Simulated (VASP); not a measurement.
# Si3C4 (R-3m) in VASP: single point with PBE

Aim: the single point of Si3C4 with PBE.

Everything below comes from runs of VASP 6.6.1. Logs are shortened: lines on timing, memory, paths and dates and some standing lists are left out, and cuts for length are marked.

## Step 1: The cell of the first run

The structure is trigonal, space group R-3m (No. 166). The conventional cell has a = 3.091 Å, b = 3.091 Å, c = 27.049 Å, α = 90.00°, β = 90.00°, γ = 120.00°. Within 2.4 Å of Si (site symmetry 3m) lie 4 C at 1.83 to 1.93 Å. Within 2.7 Å of Si (site symmetry -3m) lie 6 C at 2.05 Å. C (site symmetry 3m) has 4 Si at 1.93 to 2.05 Å within 2.6 Å. Within 2.4 Å of C (site symmetry 3m) lie 3 Si at 1.83 Å.

## Step 2: Single point, PBE

Input file INCAR:

```
SYSTEM = Si3C4
PREC = Accurate ; ENCUT = 520
EDIFF = 1E-6 ; ISMEAR = 0
SIGMA = 0.1 ; LREAL = .False.
LASPH = .True. ; NELM = 60
ALGO = Normal ; ISIF = 2
LWAVE = .False. ; LCHARG = .True.
GGA = PE ; LELF = .True.
LVHAR = .True. ; NBANDS = 23
```

Input file KPOINTS:

```
Automatic mesh
0
Gamma
  12 12 12
  0 0 0
```

Input file POSCAR:

```
Si3C4
1.0
    1.5452789517      0.8921672187      9.0163617016
   -1.5452789517      0.8921672187      9.0163617016
    0.0000000000     -1.7843344375      9.0163617016
Si C
3 4
Direct
    0.7753806928      0.7753806928      0.7753806928
    0.2246193072      0.2246193072      0.2246193072
    0.0000000000      0.0000000000      0.0000000000
    0.7042013798      0.7042013798      0.7042013798
    0.1232664577      0.1232664577      0.1232664577
    0.2957986202      0.2957986202      0.2957986202
    0.8767335423      0.8767335423      0.8767335423
```

Potentials or basis: VASP PAW PBE potentials, release 64 (Si, C).

The run is started by

```console
> cat potpaw_PBE.64/Si/POTCAR potpaw_PBE.64/C/POTCAR > POTCAR
> mpirun -np 1 vasp_std > vasp.out
```

OUTCAR:

```text
SYSTEM = Si3C4
   PREC = Accurate
   ENCUT = 520
   EDIFF = 1E-6
   ISMEAR = 0
   LREAL = .False.
   LASPH = .True.
   NELM = 60
   ISIF = 2
   GGA = PE

 ion  position               nearest neighbor table
   1  0.775  0.775  0.775-   5 1.83   5 1.83   5 1.83   4 1.93
   2  0.225  0.225  0.225-   7 1.83   7 1.83   7 1.83   6 1.93
   3  0.000  0.000  0.000-   4 2.05   4 2.05   6 2.05   6 2.05   4 2.05   6 2.05
   4  0.704  0.704  0.704-   1 1.93   3 2.05   3 2.05   3 2.05
   5  0.123  0.123  0.123-   1 1.83   1 1.83   1 1.83
   6  0.296  0.296  0.296-   2 1.93   3 2.05   3 2.05   3 2.05
   7  0.877  0.877  0.877-   2 1.83   2 1.83   2 1.83

  LATTYP: Found a trigonal (rhomboedric) cell.
 ALAT       =     9.1912255831
 COS(alpha) =     0.9434676651

  Lattice vectors:

 A1 = (   1.5452789517,   0.8921672187,   9.0163617016)
 A2 = (  -1.5452789517,   0.8921672187,   9.0163617016)
 A3 = (   0.0000000000,  -1.7843344375,   9.0163617016)

Analysis of symmetry for initial positions (statically):
=====================================================================
 Subroutine PRICEL returns:
 Original cell was already a primitive cell.

 Routine SETGRP: Setting up the symmetry group for a
 trigonal (rhombohedral) supercell.

 Subroutine GETGRP returns: Found 12 space group operations
 (whereof 12 operations were pure point group operations)
 out of a pool of 12 trial point group operations.

The static configuration has the point symmetry D_3d.

Analysis of symmetry for dynamics (positions and initial velocities):
=====================================================================
 Subroutine PRICEL returns:
 Original cell was already a primitive cell.

 Routine SETGRP: Setting up the symmetry group for a
 trigonal (rhombohedral) supercell.

 Subroutine GETGRP returns: Found 12 space group operations
 (whereof 12 operations were pure point group operations)
 out of a pool of 12 trial point group operations.

The dynamic configuration has the point symmetry D_3d.

 Subroutine INISYM returns: Found 12 space group operations
 (whereof 12 operations are pure point group operations),
 and found     1 'primitive' translations

----------------------------------------------------------------------------------------

[... 98 lines left out ...]
   LSORBIT =      F    spin-orbit coupling
   LASPH  =      T    aspherical Exc in radial PAW
   ENCUT  =  520.0 eV  38.22 Ry    6.18 a.u.  17.09 17.09 17.09*2*pi/ulx,y,z
   NELM   =     60;   NELMIN=  2; NELMDL= -5     # of ELM steps
   EDIFF  = 0.1E-05   stopping-criterion for ELM
   LREAL  =      F    real-space projection
   EDIFFG = 0.1E-04   stopping-criterion for IOM
   NSW    =      0    number of steps for IOM
   IBRION =     -1    ionic relax: 0-MD 1-quasi-New 2-CG
   NFREE  =      0    steps in history (QN), initial steepest desc. (CG)
   ISIF   =      2    stress and relaxation
   ISYM   =      2    0-nonsym 1-usesym 2-fastsym
   POTIM  = 0.5000    time-step for ionic-motion
   TEBEG  =    0.0;   TEEND  =   0.0 temperature during run
   PSTRESS=    0.0 pullay stress
   NELECT =      28.0000    total number of electrons
   NUPDOWN=      -1.0000    fix difference up-down
   EMIN   =  10.00;   EMAX   =-10.00  energy-range for DOS
   EFERMI =   0.00;   METHOD = LEGACY
   ISMEAR =     0;   SIGMA  =   0.10  broadening in eV -4-tet -1-fermi 0-gaus
   EFERMI_NEDOS =   21; number of points for ismear=-14 and -15
   IALGO  =     38    algorithm
   IMIX   =      4    mixing-type and parameters
     AMIX     =   0.40;   BMIX     =  1.00
     AMIX_MAG =   1.60;   BMIX_MAG =  1.00
  volume/ion in A,a.u.               =      10.65        71.90
  Fermi-wavevector in a.u.,A,eV,Ry     =   1.180997  2.231761 18.976791  1.394755
  Thomas-Fermi vector in A             =   2.317279
   LORBIT       =      0    0 simple, 1 ext, 2 COOP (PROOUT), +10 PAW based schemes
   GGA     = PE    functional components
   LHFCALC =     F    Hartree Fock is set to
   AEXX    =    0.0000 exact exchange contribution
   IVDW    =     0    specifies the selected vdW correction
   LEPSILON=     F    determine dielectric tensor
   LRPA    =     F    only Hartree local field effects (RPA)
 non-spin polarized calculation
 Gauss-broadening in eV      SIGMA  =   0.10
  energy-cutoff  :      520.00
  volume of cell :       74.58
 maximum number of plane-waves:      2031
 NGX is ok and might be reduce to    70
   NGX = 35   NGY = 35   NGZ = 35

 number of electron      28.0000000 magnetization

 Free energy of the ion-electron system (eV)
  ---------------------------------------------------
  ext. energy  EPLUGINS =         0.00000000
  ---------------------------------------------------
  free energy    TOTEN  =       -47.44601407 eV

  energy without entropy =      -47.42787040  energy(sigma->0) =      -47.43694223

 E-fermi :   7.2163     XC(G=0): -11.1356

 val. band max:        7.2122290307   @ k =  -0.3333   0.3333   0.1667
 cond. band min:       7.2208885707   @ k =  -0.4167   0.4167   0.0000
 fundamental gap:      0.0086595400
 Fermi energy:         7.2163006464

 k-point     1 :       0.0000    0.0000    0.0000
  band No.  band energies     occupation
      1      -8.2754      2.00000
      2      -6.9229      2.00000
      3      -6.8601      2.00000
      4      -3.0091      2.00000
      5       0.0877      2.00000
      6       4.9923      2.00000
[... 613 lines left out ...]
     22      15.2148      0.00000
     23      15.9750      0.00000

 [... further k-points ...]
[... 5 lines left out ...]
  --------------------------------------------------------------------------------------
  -------------------------------------------------------------------------------------
  Total       -0.0578458     -0.0578458      0.0023627      0.0000000     -0.0000000      0.0000000
  in kB       -1.2426447     -1.2426447      0.0507546      0.0000000     -0.0000000      0.0000000
  external PRESSURE =      -0.8115116 kB  Pullay stress =       0.0000000 kB

 VOLUME and BASIS-vectors are now :
 -----------------------------------------------------------------------------
  energy-cutoff  :      520.00
  volume of cell :       74.58
      direct lattice vectors                 reciprocal lattice vectors
     1.545278952  0.892167219  9.016361702     0.323566175  0.186811018  0.036969827
    -1.545278952  0.892167219  9.016361702    -0.323566175  0.186811018  0.036969827
     0.000000000 -1.784334438  9.016361702     0.000000000 -0.373622037  0.036969827

 POSITION                                       TOTAL-FORCE (eV/Angst)
 -----------------------------------------------------------------------------------
      0.00000     -0.00000     20.97334         0.000000     -0.000000      0.007303
      0.00000     -0.00000      6.07575         0.000000      0.000000     -0.007303
      0.00000      0.00000      0.00000         0.000000      0.000000     -0.000000
      0.00000     -0.00000     19.04800         0.000000      0.000000     -0.000038
      0.00000     -0.00000      3.33424         0.000000      0.000000     -0.004092
      0.00000     -0.00000      8.00108         0.000000     -0.000000      0.000038
      0.00000     -0.00000     23.71484         0.000000     -0.000000      0.004092
 -----------------------------------------------------------------------------------
    total drift:                                0.000000      0.000000      0.000000

  FREE ENERGIE OF THE ION-ELECTRON SYSTEM (eV)
  ---------------------------------------------------
  free  energy   TOTEN  =       -47.4460140712 eV

  energy  without entropy=      -47.4278703962  energy(sigma->0) =      -47.43694223
```

OSZICAR:

```text
N       E                     dE             d eps       ncg     rms          rms(c)
DAV:   1     0.626847919834E+02    0.62685E+02   -0.12806E+04  8694   0.107E+03
DAV:   2    -0.453435297207E+02   -0.10803E+03   -0.10317E+03 11838   0.190E+02
DAV:   3    -0.507768166362E+02   -0.54333E+01   -0.53626E+01 11335   0.389E+01
DAV:   4    -0.508546193763E+02   -0.77803E-01   -0.77712E-01 11208   0.534E+00
DAV:   5    -0.508560442664E+02   -0.14249E-02   -0.14245E-02 11259   0.682E-01    0.137E+01
DAV:   6    -0.477657707902E+02    0.30903E+01   -0.89868E+00 11165   0.132E+01    0.700E+00
DAV:   7    -0.477051491324E+02    0.60622E-01   -0.58791E+00 12532   0.895E+00    0.408E+00
DAV:   8    -0.474458548488E+02    0.25929E+00   -0.23306E+00 12684   0.583E+00    0.183E+00
DAV:   9    -0.474476545557E+02   -0.17997E-02   -0.17231E-01 10614   0.226E+00    0.633E-01
DAV:  10    -0.474454712877E+02    0.21833E-02   -0.13977E-02 11646   0.526E-01    0.371E-01
DAV:  11    -0.474460520633E+02   -0.58078E-03   -0.50501E-03 10871   0.388E-01    0.791E-02
DAV:  12    -0.474460154075E+02    0.36656E-04   -0.28623E-04 11128   0.944E-02    0.367E-02
DAV:  13    -0.474460121727E+02    0.32348E-05   -0.86560E-05 11300   0.452E-02    0.139E-02
DAV:  14    -0.474460136473E+02   -0.14746E-05   -0.93428E-06 11217   0.171E-02    0.558E-03
DAV:  15    -0.474460140712E+02   -0.42388E-06   -0.10280E-06  7752   0.584E-03
   1 F= -.47446014E+02 E0= -.47436942E+02  d E =-.181437E-01
```

Run time: 28 min. Hardware: 1 thread of AMD EPYC 9R45 (Zen 5), shared host; peak memory 0.74 GiB.

What came out:

```yaml
Free_energy: -47.4460 eV
Pressure: -0.1 GPa
Largest_force: 0.007 eV/Å
Band_gap_on_the_k_mesh: zero (band 14 reaches 7.63 eV, above the bottom of band 15 at 6.73 eV)
```

Forces in eV/Å, atoms in the order of the input:
```
Si   0.000  0.000  0.007
Si   0.000  0.000 -0.007
Si   0.000  0.000  0.000
C    0.000  0.000  0.000
C    0.000  0.000 -0.004
C    0.000  0.000  0.000
C    0.000  0.000  0.004
```

Stress tensor (GPa, compression positive):
```
-0.12  0.00  0.00
 0.00 -0.12  0.00
 0.00  0.00  0.01
```

Levels at points of the mesh, in eV from the Fermi level:
| k point | band 10 | band 11 | band 12 | band 13 | band 14 | band 15 | band 16 | band 17 | band 18 | band 19 |
| --- | --- | --- | --- | --- | --- | --- | --- | --- | --- | --- |
| (0.00, 0.00, 0.00) | -1.30 | -1.30 | -0.11 | -0.11 | 0.41 | 0.41 | 1.99 | 5.30 | 6.33 | 6.41 |
| (0.50, 0.00, 0.00) | -3.18 | -2.98 | -2.88 | -2.09 | 0.03 | 0.08 | 0.42 | 2.91 | 3.55 | 5.73 |
| (0.50, 0.50, 0.00) | -2.79 | -2.51 | -2.37 | -1.79 | -1.03 | -0.28 | 0.51 | 3.06 | 4.18 | 4.78 |
| (0.50, 0.50, 0.50) | -1.32 | -0.07 | -0.07 | 0.16 | 0.38 | 0.38 | 1.16 | 5.40 | 5.82 | 6.75 |
